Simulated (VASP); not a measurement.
A run of VASP 6.6.1 is set up as follows.

INCAR

```
PREC = Accurate
ENCUT = 600
EDIFF = 1E-6
ISMEAR = 0
SIGMA = 0.2
LREAL = F
LASPH = T
NELM = 100
ALGO = Normal
ISIF = 3
LWAVE = F
LCHARG = F
GGA = PE
IBRION = 2
NSW = 36
EDIFFG = -0.08
```

Contents of KPOINTS:

```
Automatic mesh
0
Gamma
  4 4 3
```

File POSCAR:

```
Ta4H3
1.0
    4.4638674600      0.0000000000      0.0000000000
   -2.2319337300      3.8658226200      0.0000000000
    0.0000000000      0.0000000000      6.3318634900
Ta H
4 3
Direct
    0.3333333300      0.6666666700      0.8067076700
    0.3333333300      0.6666666700      0.1932923300
    0.6666666700      0.3333333300      0.1932923300
    0.6666666700      0.3333333300      0.8067076700
    0.0000000000      0.0000000000      0.1456542200
    0.0000000000      0.0000000000      0.8543457800
    0.0000000000      0.0000000000      0.0000000000
```

Potentials or basis: VASP PAW PBE potentials, release 64 (Ta_pv, H).

Launch:

```sh
$ cat potpaw_PBE.64/Ta_pv/POTCAR potpaw_PBE.64/H/POTCAR > POTCAR
$ mpirun -np 1 vasp_std > vasp.out
```

Question: Predict the relaxed cell.

Answer: a = 4.591 Å, b = 4.591 Å, c = 5.523 Å, α = 90.00°, β = 90.00°, γ = 120.00°.

Question: What does it give for the space group after relaxing (to 0.05 Å)?

Answer: P6/mmm (No. 191).

Stress tensor (GPa, compression positive):
```
0.13 0.00 0.00
0.00 0.13 0.00
0.00 0.00 0.57
```

Caveat: the k points lie up to 0.40 Å⁻¹ apart in the final cell.
